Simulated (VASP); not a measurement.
MgCdSe, 3 atoms in the cell. Symmetry: Cmmm, No. 65, orthorhombic system. The conventional cell has a = 5.246 Å, b = 5.280 Å, c = 6.354 Å, α = 90.00°, β = 90.00°, γ = 90.00°. Within 3.5 Å of Mg (site symmetry mmm) lie 4 Se at 2.62 to 2.64 Å and 2 Cd at 3.18 Å. Within 4.2 Å of Cd (site symmetry mmm) lie 2 Mg at 3.18 Å and 4 Cd at 3.72 Å and 8 Se at 4.12 to 4.13 Å. Within 3.5 Å of Se (site symmetry mmm) lie 4 Mg at 2.62 to 2.64 Å. 

| Property | Result |
| --- | --- |
| Program | VASP 6.6.1 |
| Task | single point |
| Functional | PBE |
| Potentials or basis | VASP PAW PBE potentials, release 64 (Mg, Cd, Se) |
| Cutoff | 520 eV |
| k mesh | 4 × 4 × 4 |
| Occupations | gaussian, width 0.1 eV |
| Spin | no spin polarisation |
| Dipole correction | no |
| Further INCAR settings | ALGO = Normal; EDIFF = 1e-07; NBANDS = 17 |

Potentials or basis: VASP PAW PBE potentials, release 64 (Mg, Cd, Se).

Command:

```sh
$ cat potpaw_PBE.64/Mg/POTCAR potpaw_PBE.64/Cd/POTCAR potpaw_PBE.64/Se/POTCAR > POTCAR
$ mpirun -np 1 vasp_std > vasp.out
```

Hardware: 1 thread of Intel(R) Xeon(R) 6975P-C (Granite Rapids), on a shared host.

How long does it take, and how much memory?

Wall time 12 s on 1 thread of Intel(R) Xeon(R) 6975P-C (Granite Rapids), with other jobs on the host, peak memory 0.19 GiB. Counts: scf iterations 14, k points 21.
